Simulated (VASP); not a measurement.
# H19NO8 in VASP: notebook

Runs on H19NO8. Level: PBE+D3(BJ). Tasks: single point.

All numbers are computed with VASP 6.6.1; they aren't measurements. Logs are shortened: lines on timing, memory, paths and dates and some standing lists are left out, and cuts for length are marked.

### 1 The cell of the first run

The cell holds a disordered packing, 28 atoms: a = 6.309 Å, b = 6.309 Å, c = 6.309 Å, α = 90.00°, β = 90.00°, γ = 90.00°.

### 2 Single point, PBE+D3(BJ)

INCAR reads:

```
SYSTEM = H19NO8
  PREC = Accurate
  ENCUT = 520
  EDIFF = 1E-7
  ISMEAR = -1
  SIGMA = 0.02
  LREAL = Auto
  LASPH = .TRUE.
  NELM = 100
  ALGO = Normal
  ISIF = 2
  LWAVE = .FALSE.
  LCHARG = .FALSE.
  GGA = PE
  IVDW = 12
  NBANDS = 56
```

KPOINTS reads:

```
regular mesh
0
G
  1 1 1
  0 0 0
```

POSCAR reads:

```
H19NO8
1.0
    6.3088310000      0.0000000000      0.0000000000
    0.0000000000      6.3088310000      0.0000000000
    0.0000000000      0.0000000000      6.3088310000
O H N
8 19 1
Direct
    0.7360159117      0.6205270041      1.0378309389
    0.2517106576      0.1169313301      0.6397381702
    0.7649594671      0.0382162718      0.1089742299
    1.0194598651      0.8749957005      0.4201253766
    0.3386839812      0.5474706804      0.8879933541
    0.5954351924      0.2985814646      0.4098065077
    0.5024068643      0.7304364311      0.5330623058
    0.8846646867      0.2818271721      0.7701743794
    0.5927564076      0.5748450069      1.0267829333
    0.8225612637      0.5354557762      0.9511904820
    0.3776769421      0.1655932771      0.5514967828
    0.1827121380     -0.0112223643      0.5497848968
    0.8686078292     -0.0373603287      0.2015270341
    0.6962621126     -0.0940110775      0.0547803547
    0.8986609405      0.8730619032      0.5133756159
    1.0584369751      0.7176923902      0.3941142186
    0.3789925582      0.6443349013      0.7704596937
    0.2990411377      0.4075239930      0.8324680119
    0.6886220284      0.2826831151      0.5374371258
    0.6664784649      0.2028902026      0.2986607186
    0.3915305387      0.7172485679      0.4201412274
    0.5921699282      0.6065466011      0.4985392698
    0.8089295782      0.2064566320      0.8833173689
    1.0248491361      0.2210235145      0.7438145038
    0.2115130363      0.4975723712      0.1887195900
    0.1300240885      0.3571343090      0.3831613178
   -0.0374712843      0.4826726219      0.2347344540
    0.1053602482      0.5021532515      0.3099781877
```

Potentials or basis: VASP PAW PBE potentials, release 64 (O, H, N).

Run with:

```sh
cat potpaw_PBE.64/O/POTCAR potpaw_PBE.64/H/POTCAR potpaw_PBE.64/N/POTCAR > POTCAR
mpirun -np 1 vasp_gam > vasp.out
```

OUTCAR:

```text
SYSTEM = H19NO8
   PREC = Accurate
   ENCUT = 520
   EDIFF = 1E-7
   ISMEAR = -1
   LREAL = Auto
   LASPH = .TRUE.
   NELM = 100
   ISIF = 2
   GGA = PE
   IVDW = 12
 IVDW          = 12

 ion  position               nearest neighbor table
   1  0.736  0.621  0.038-  10 0.94   9 0.95
   2  0.252  0.117  0.640-  11 1.02  12 1.08
   3  0.765  0.038  0.109-  13 1.00  14 1.00
   4  0.019  0.875  0.420-  15 0.96  16 1.04
   5  0.339  0.547  0.888-  18 0.98  17 0.99
   6  0.595  0.299  0.410-  19 1.00  20 1.03
   7  0.502  0.730  0.533-  22 0.99  21 1.00
   8  0.885  0.282  0.770-  24 0.98  23 0.98
   9  0.593  0.575  0.027-   1 0.95
  10  0.823  0.535  0.951-   1 0.94
  11  0.378  0.166  0.551-   2 1.02
  12  0.183  0.989  0.550-   2 1.08
  13  0.869  0.963  0.202-   3 1.00
  14  0.696  0.906  0.055-   3 1.00
[... 11 lines left out ...]
  26  0.130  0.357  0.383-  28 1.04
  27  0.963  0.483  0.235-  28 1.03
  28  0.105  0.502  0.310-  25 1.02  27 1.03  26 1.04

  LATTYP: Found a simple cubic cell.
 ALAT       =     6.3088310000

  Lattice vectors:

 A1 = (   6.3088310000,   0.0000000000,   0.0000000000)
 A2 = (   0.0000000000,   6.3088310000,   0.0000000000)
 A3 = (   0.0000000000,   0.0000000000,   6.3088310000)

Analysis of symmetry for initial positions (statically):
=====================================================================
 Subroutine PRICEL returns:
 Original cell was already a primitive cell.

 Routine SETGRP: Setting up the symmetry group for a
 simple cubic supercell.

 Subroutine GETGRP returns: Found  1 space group operations
 (whereof  1 operations were pure point group operations)
 out of a pool of 48 trial point group operations.

The static configuration has the point symmetry C_1 .

Analysis of symmetry for dynamics (positions and initial velocities):
=====================================================================
 Subroutine PRICEL returns:
 Original cell was already a primitive cell.

 Routine SETGRP: Setting up the symmetry group for a
 simple cubic supercell.

 Subroutine GETGRP returns: Found  1 space group operations
 (whereof  1 operations were pure point group operations)
 out of a pool of 48 trial point group operations.

[... 127 lines left out ...]
   NELM   =    100;   NELMIN=  2; NELMDL= -5     # of ELM steps
   EDIFF  = 0.1E-06   stopping-criterion for ELM
   LREAL  =      T    real-space projection
   EDIFFG = 0.1E-05   stopping-criterion for IOM
   NSW    =      0    number of steps for IOM
   IBRION =     -1    ionic relax: 0-MD 1-quasi-New 2-CG
   NFREE  =      0    steps in history (QN), initial steepest desc. (CG)
   ISIF   =      2    stress and relaxation
   ISYM   =      2    0-nonsym 1-usesym 2-fastsym
   POTIM  = 0.5000    time-step for ionic-motion
   TEBEG  =    0.0;   TEEND  =   0.0 temperature during run
   PSTRESS=    0.0 pullay stress
   NELECT =      72.0000    total number of electrons
   NUPDOWN=      -1.0000    fix difference up-down
   EMIN   =  10.00;   EMAX   =-10.00  energy-range for DOS
   EFERMI =   0.00;   METHOD = LEGACY
   ISMEAR =    -1;   SIGMA  =   0.02  broadening in eV -4-tet -1-fermi 0-gaus
   EFERMI_NEDOS =   21; number of points for ismear=-14 and -15
   IALGO  =     38    algorithm
   IMIX   =      4    mixing-type and parameters
     AMIX     =   0.40;   BMIX     =  1.00
     AMIX_MAG =   1.60;   BMIX_MAG =  1.00
  volume/ion in A,a.u.               =       8.97        60.52
  Fermi-wavevector in a.u.,A,eV,Ry     =   1.079535  2.040026 15.856176  1.165396
  Thomas-Fermi vector in A             =   2.215503
   LORBIT       =      0    0 simple, 1 ext, 2 COOP (PROOUT), +10 PAW based schemes
   GGA     = PE    functional components
   LHFCALC =     F    Hartree Fock is set to
   AEXX    =    0.0000 exact exchange contribution
   IVDW    =    12    specifies the selected vdW correction
   LEPSILON=     F    determine dielectric tensor
   LRPA    =     F    only Hartree local field effects (RPA)
 non-spin polarized calculation
  energy-cutoff  :      520.00
  volume of cell :      251.10
 maximum number of plane-waves:      3382
 NGX is ok and might be reduce to    48
   NGX = 23   NGY = 23   NGZ = 23

 number of electron      71.9999998 magnetization

 Free energy of the ion-electron system (eV)
  ---------------------------------------------------
  ext. energy  EPLUGINS =         0.00000000
  ---------------------------------------------------
  free energy    TOTEN  =      -136.36694804 eV

  energy without entropy =     -136.36694804  energy(sigma->0) =     -136.36694804

 E-fermi :  -2.6010     XC(G=0):  -7.1555

 val. band max:       -3.1106987817   @ k =   0.0000   0.0000   0.0000
 cond. band min:       1.5574776481   @ k =   0.0000   0.0000   0.0000
 fundamental gap:      4.6681764298
 Fermi energy:        -2.6009928952

 k-point     1 :       0.0000    0.0000    0.0000
  band No.  band energies     occupation
      1     -22.3523      2.00000
      2     -22.0335      2.00000
      3     -21.8676      2.00000
      4     -21.6327      2.00000
      5     -21.3540      2.00000
      6     -21.2536      2.00000
[... 40 lines left out ...]
     47       7.3933      0.00000
     48       7.5220      0.00000
 [bands above 48 left out]

------------------------ aborting loop because EDIFF is reached ----------------------------------------

 Edisp (eV)   -1.07564

 E8    (eV) :    -0.2212

  FORCE on cell =-STRESS in cart. coord.  units (eV):
  Direction    XX          YY          ZZ          XY          YZ          ZX
  --------------------------------------------------------------------------------------
  -------------------------------------------------------------------------------------
  Total       1.72938     1.08719    -0.07724    -0.71904     0.13765    -0.97281
  in kB      11.03453     6.93693    -0.49285    -4.58794     0.87831    -6.20715
  external pressure =        5.83 kB  Pullay stress =        0.00 kB

 VOLUME and BASIS-vectors are now :
 -----------------------------------------------------------------------------
  energy-cutoff  :      520.00
  volume of cell :      251.10
      direct lattice vectors                 reciprocal lattice vectors
     6.308831000  0.000000000  0.000000000     0.158507971  0.000000000  0.000000000
     0.000000000  6.308831000  0.000000000     0.000000000  0.158507971  0.000000000
     0.000000000  0.000000000  6.308831000     0.000000000  0.000000000  0.158507971

 POSITION                                       TOTAL-FORCE (eV/Angst)
 -----------------------------------------------------------------------------------
      4.64340      3.91480      0.23867         0.414248      1.918228      1.690046
      1.58800      0.73770      4.03600         0.505419     -0.668565     -1.321029
      4.82600      0.24110      0.68750        -0.304599     -0.807584      0.117265
      0.12277      5.52020      2.65050        -0.035992      0.411261     -0.124490
      2.13670      3.45390      5.60220        -0.176699     -0.208182      0.564885
      3.75650      1.88370      2.58540         0.910759     -0.689180      0.087051
[... 20 lines left out ...]
      6.07243      3.04510      1.48090        -0.184552      0.211642      0.006849
      0.66470      3.16800      1.95560         0.028213     -1.531554     -0.160031
 -----------------------------------------------------------------------------------
    total drift:                               -0.003241     -0.001090      0.010597

  FREE ENERGIE OF THE ION-ELECTRON SYSTEM (eV)
  ---------------------------------------------------
  free  energy   TOTEN  =      -137.4425928603 eV

  energy  without entropy=     -137.4425928603  energy(sigma->0) =     -137.44259286
```

OSZICAR:

```text
N       E                     dE             d eps       ncg     rms          rms(c)
DAV:   1     0.587219709857E+03    0.58722E+03   -0.40426E+04   112   0.120E+03
DAV:   2    -0.904503614706E+02   -0.67767E+03   -0.64862E+03   144   0.304E+02
DAV:   3    -0.149112513601E+03   -0.58662E+02   -0.58269E+02   136   0.949E+01
DAV:   4    -0.150011518852E+03   -0.89901E+00   -0.89717E+00   144   0.132E+01
DAV:   5    -0.150022190971E+03   -0.10672E-01   -0.10670E-01   136   0.140E+00    0.224E+01
DAV:   6    -0.136773138532E+03    0.13249E+02   -0.38891E+01   136   0.259E+01    0.848E+00
DAV:   7    -0.136520349482E+03    0.25279E+00   -0.18832E+00   136   0.527E+00    0.553E+00
DAV:   8    -0.136372033936E+03    0.14832E+00   -0.44209E-01   136   0.335E+00    0.834E-01
DAV:   9    -0.136361401136E+03    0.10633E-01   -0.59270E-02   136   0.109E+00    0.310E-01
DAV:  10    -0.136366255266E+03   -0.48541E-02   -0.70500E-03   120   0.359E-01    0.125E-01
DAV:  11    -0.136367038896E+03   -0.78363E-03   -0.62182E-04   128   0.159E-01    0.339E-02
DAV:  12    -0.136367007143E+03    0.31753E-04   -0.17819E-04   120   0.726E-02    0.209E-02
DAV:  13    -0.136366958632E+03    0.48511E-04   -0.32696E-05   128   0.348E-02    0.905E-03
DAV:  14    -0.136366948866E+03    0.97658E-05   -0.60147E-06   120   0.143E-02    0.491E-03
DAV:  15    -0.136366948086E+03    0.78000E-06   -0.52335E-06   144   0.130E-02    0.348E-03
DAV:  16    -0.136366947991E+03    0.94944E-07   -0.11108E-06   136   0.730E-03    0.107E-03
DAV:  17    -0.136366948036E+03   -0.45333E-07   -0.19196E-07   104   0.240E-03
   1 F= -.13744259E+03 E0= -.13744259E+03  d E =-.905614E-11
```

stdout:

```text
POSCAR found type information on POSCAR O H N
 POSCAR found :  3 types and      28 ions
 scaLAPACK will be used
 LDA part: xc-table for (Slater+PW92), standard interpolation
 POSCAR, INCAR and KPOINTS ok, starting setup
 FFT: planning ... GRIDC
 FFT: planning ... GRID_SOFT
 FFT: planning ... GRID
 WAVECAR not read
 entering main loop
```

Run time: 58 s. Hardware: 1 thread of Intel Xeon 8259CL, shared host; peak memory 0.3 GiB.

What came out:

```
Free energy                : -137.4426 eV
Pressure                   : 0.6 GPa
Largest force              : 2.590 eV/Å
Dispersion energy per atom : -0.038 eV
```

Forces in eV/Å, atoms in the order of the input:
```
O    0.414  1.918  1.690
O    0.505 -0.669 -1.321
O   -0.305 -0.808  0.117
O   -0.036  0.411 -0.124
O   -0.177 -0.208  0.565
O    0.911 -0.689  0.087
O   -0.374 -0.397 -0.959
O   -1.231  1.015 -0.253
H   -1.425 -0.788 -0.544
H    0.870 -1.206 -1.588
H   -0.788 -0.271  0.582
H    0.484  1.726  0.968
H    0.362  0.557  0.058
H    0.146  0.516 -0.046
H   -0.549  0.030  0.441
H    0.116 -0.504 -0.126
H   -0.053 -0.513 -0.265
H    0.194  0.441 -0.292
H   -0.035  0.039 -0.341
H   -0.767  0.524  0.543
H    0.787  0.137  0.914
H   -0.311  0.107 -0.019
H    0.607 -0.545  0.212
H    0.511 -0.430 -0.093
H    0.283  0.341 -0.451
H    0.016  0.586  0.399
H   -0.185  0.212  0.007
N    0.028 -1.532 -0.160
```

Stress tensor (GPa, compression positive):
```
 1.10 -0.46 -0.62
-0.46  0.69  0.09
-0.62  0.09 -0.05
```

Levels at points of the mesh, in eV from the Fermi level:
```csv
k point,band 32,band 33,band 34,band 35,band 36,band 37,band 38,band 39,band 40,band 41
"(0.00, 0.00, 0.00)",-1.17,-1.03,-0.93,-0.76,-0.51,4.16,7.37,7.74,8.00,8.17
```

Caveat: the k points lie up to 1.00 Å⁻¹ apart, too coarse for converged energies, forces and pressures; the atoms stand as in a frame of molecular dynamics.

### 3 Single point, PBE+D3(BJ)

INCAR reads:

```
  ALGO = Normal
  EDIFF = 1E-7
  ENCUT = 520
  GGA = PE
  ISIF = 2
  ISMEAR = -1
  IVDW = 12
  LASPH = T
  LCHARG = F
  LREAL = Auto
  LWAVE = F
  NBANDS = 56
  NELM = 100
  PREC = Accurate
  SIGMA = 0.02
```

KPOINTS reads:

```
k-points
0
Gamma
  1 1 1
```

POSCAR reads:

```
H19NO8
1.0
    6.3088310000      0.0000000000      0.0000000000
    0.0000000000      6.3088310000      0.0000000000
    0.0000000000      0.0000000000      6.3088310000
O H N
8 19 1
Direct
    0.7095609313      0.6505484138      0.9808156218
    0.2725544558      0.1763876699      0.6522920015
    0.8084540543      0.0358862046      0.0942171379
    0.9882813472      0.8652950127      0.4923733097
    0.3292527570      0.5175760771      0.8835392801
    0.6211293344      0.2836817154      0.4468815221
    0.5045150203      0.6878136377      0.5271341077
    0.8792754157      0.2891502404      0.7610760218
    0.5551741678      0.5979396183      0.9643466436
    0.8107841215      0.5736561972      0.8856315853
    0.4127389052      0.1892268156      0.5775554932
    0.2493171873      0.0213668745      0.6673027063
    0.9002301694     -0.0316064894      0.2162365738
    0.7446387453     -0.1072306423      0.0464745370
    0.8494125140      0.8420418933      0.5524795323
    1.0167652296      0.7217660451      0.4180806238
    0.3182681546      0.6153279427      0.7673212359
    0.3383986669      0.3706867405      0.8261276931
    0.7482527270      0.2776108601      0.5621802201
    0.6960719030      0.2045386855      0.3294588173
    0.4286689563      0.6918080386      0.3992815785
    0.5634958362      0.5420497078      0.5064012651
    0.8353687078      0.1854543258      0.8733789192
    1.0337572840      0.2552929378      0.7226061373
    0.1768948954      0.5136292286      0.1424669642
    0.1223840043      0.3941776218      0.3829394067
   -0.0743402383      0.4715453624      0.2211186193
    0.0775420993      0.5067182811      0.2730775321
```

Potentials or basis: VASP PAW PBE potentials, release 64 (O, H, N).

Run with:

```sh
cat potpaw_PBE.64/O/POTCAR potpaw_PBE.64/H/POTCAR potpaw_PBE.64/N/POTCAR > POTCAR
mpirun -np 1 vasp_gam > vasp.out
```

Run time: 66 s. Hardware: 1 thread of Intel Xeon 8259CL, shared host; peak memory 0.31 GiB.

Results (log left out):

```
Free energy                : -137.4995 eV
Pressure                   : -1.1 GPa
Largest force              : 2.599 eV/Å
Dispersion energy per atom : -0.039 eV
```

Forces on the atoms (eV/Å):
```
O   -0.169 -0.161  0.015
O    0.380 -1.178  0.255
O    0.669 -1.770  1.782
O    0.283 -0.448 -0.425
O    0.008 -0.575  1.420
O    2.202 -0.773  0.231
O    0.896 -0.567  1.165
O    1.051 -0.080 -0.404
H    1.371 -0.039 -0.445
H   -1.152  0.110  0.510
H    0.036  0.200 -0.459
H   -0.188  0.695 -0.312
H   -0.799  1.268 -1.231
H    0.204  0.578 -0.149
H   -0.599  0.078  0.268
H    0.362  0.371 -0.084
H    0.160  0.279 -1.067
H   -0.293  0.413 -0.073
H   -1.325  0.143 -0.252
H   -1.073  0.320  0.105
H   -1.258  0.673 -1.690
H    0.164  0.240  0.227
H    0.496  0.143  0.123
H   -1.320  0.207  0.359
H   -0.292 -0.274  0.385
H    0.077  0.115 -0.674
H    0.631  0.123  0.043
N   -0.523 -0.093  0.376
```

Stress tensor (GPa, compression positive):
```
-2.07  0.85  0.57
 0.85 -0.93  0.04
 0.57  0.04 -0.38
```

Levels at points of the mesh, in eV from the Fermi level:
| k point | band 32 | band 33 | band 34 | band 35 | band 36 | band 37 | band 38 | band 39 | band 40 | band 41 |
| --- | --- | --- | --- | --- | --- | --- | --- | --- | --- | --- |
| (0.00, 0.00, 0.00) | -1.39 | -1.26 | -1.08 | -1.04 | -0.55 | 3.81 | 7.21 | 7.38 | 7.49 | 7.88 |

Caveat: the k points lie up to 1.00 Å⁻¹ apart, too coarse for converged energies, forces and pressures; the atoms stand as in a frame of molecular dynamics.

### 4 Single point, PBE+D3(BJ)

INCAR reads:

```
  ALGO = Normal
  EDIFF = 1E-6
  ENCUT = 520
  GGA = PE
  ISIF = 2
  ISMEAR = -1
  IVDW = 12
  LASPH = True
  LCHARG = True
  LELF = True
  LREAL = Auto
  LVHAR = True
  LWAVE = False
  NBANDS = 56
  NELM = 60
  PREC = Accurate
  SIGMA = 0.02
```

KPOINTS is that of step 3.

POSCAR reads:

```
H19NO8
1.0
    6.3088310000      0.0000000000      0.0000000000
    0.0000000000      6.3088310000      0.0000000000
    0.0000000000      0.0000000000      6.3088310000
O H N
8 19 1
Direct
    0.7167888948      0.6793017597      0.9665974568
    0.2514570449      0.1545769731      0.6306556635
    0.8763588690      0.0353472775      0.1664809217
    0.9710990832      0.8404885152      0.5701056186
    0.3446438809      0.5262306123      0.8446572749
    0.6091619826      0.2557209093      0.4081263232
    0.4812619010      0.6531637953      0.4604498044
    0.8759943007      0.3209627901      0.8013053448
    0.5674902371      0.6442873490      0.9495102975
    0.8005445066      0.5608170515      0.8967112925
    0.3620005037      0.1259821352      0.5226324814
    0.1767680890      0.0209547537      0.6390724367
    0.9272874800     -0.0329696579      0.2885954625
    0.8303915575     -0.0913956960      0.0901117814
    0.8425174173      0.8133678014      0.6448262761
    1.0162104517      0.7133017194      0.4804693611
    0.3722401187      0.5939293666      0.7153940247
    0.3319790941      0.3802130696      0.8105463595
    0.7025865806      0.2634560983      0.5430166064
    0.7003357674      0.1728212406      0.3043828563
    0.4318866681      0.7300401612      0.3391119528
    0.5552851233      0.5336963377      0.3889785604
    0.8504903682      0.2011624658      0.9026711922
    1.0154179118      0.3172537036      0.7443217293
    0.1423401578      0.5721820730      0.1219718835
    0.1278366785      0.4076825009      0.3277469312
   -0.0840567769      0.4997280796      0.2282356272
    0.0659710175      0.5460282578      0.2704780014
```

Run with:

```sh
cat potpaw_PBE.64/O/POTCAR potpaw_PBE.64/H/POTCAR potpaw_PBE.64/N/POTCAR > POTCAR
mpirun -np 1 vasp_gam > vasp.out
```

Wall time 60 s (1 thread of Intel Xeon 8259CL, shared host); peak memory 0.31 GiB.

Results (log left out):

| Item | Value |
| --- | --- |
| Free energy | -137.5223 eV |
| Pressure | 1.6 GPa |
| Largest force | 2.957 eV/Å |
| Dispersion energy per atom | -0.039 eV |

Forces on the atoms (eV/Å):
```
O    1.478  0.305  0.001
O    0.777  0.295 -0.354
O   -0.630  0.964 -1.792
O    1.260  0.221 -0.721
O   -0.632  0.557  2.835
O    1.639 -0.264  1.025
O    0.643 -0.090 -0.258
O   -2.176 -0.445  0.697
H   -0.443 -0.530 -0.276
H   -0.825  0.440  0.462
H    0.125  0.745  0.350
H   -0.931 -0.788  0.144
H    1.090 -0.654  2.477
H   -0.691 -0.626 -0.809
H   -0.890 -0.489  0.478
H   -0.302  0.224 -0.002
H    0.339  1.052 -2.421
H   -0.026 -1.626 -0.425
H   -1.022 -0.064 -1.380
H   -0.390  0.260  0.383
H   -0.469  0.635 -0.251
H   -0.197 -0.250  0.683
H    0.808  0.916 -0.582
H    1.422 -0.566 -0.374
H   -0.499 -0.199  1.256
H    0.397  0.046  0.105
H   -0.031  0.288 -0.108
N    0.176 -0.357 -1.143
```

Stress tensor (GPa, compression positive):
```
 2.54  0.35  0.76
 0.35  2.15 -0.85
 0.76 -0.85  0.13
```

Levels at points of the mesh, in eV from the Fermi level:
```
           k point  band 32  band 33  band 34  band 35  band 36  band 37  band 38  band 39  band 40  band 41
(0.00, 0.00, 0.00)    -1.16    -1.03    -0.98    -0.87    -0.52     4.10     7.19     7.87     8.04     8.09
```

Caveat: the k points lie up to 1.00 Å⁻¹ apart, too coarse for converged energies, forces and pressures; the atoms stand as in a frame of molecular dynamics.

### 5 Summary

```tsv
cell	pressure (GPa)	largest force (eV/Å)
as given, atomic positions A	0.6	2.59
as given, atomic positions B	-1.1	2.60
as given, atomic positions C	1.6	2.96
```

Alike in all rows: task single point; level PBE+D3(BJ); potentials or basis VASP PAW PBE potentials, release 64 (O, H, N); no spin polarisation; k mesh 1 × 1 × 1; cutoff (eV) 520; smearing fermi-dirac 0.02 eV.

Caveats: all runs use coarse meshes; the atoms stand as in a frame of molecular dynamics.

Total energies depend on the potentials used, so only differences within one code and one set of settings carry meaning.
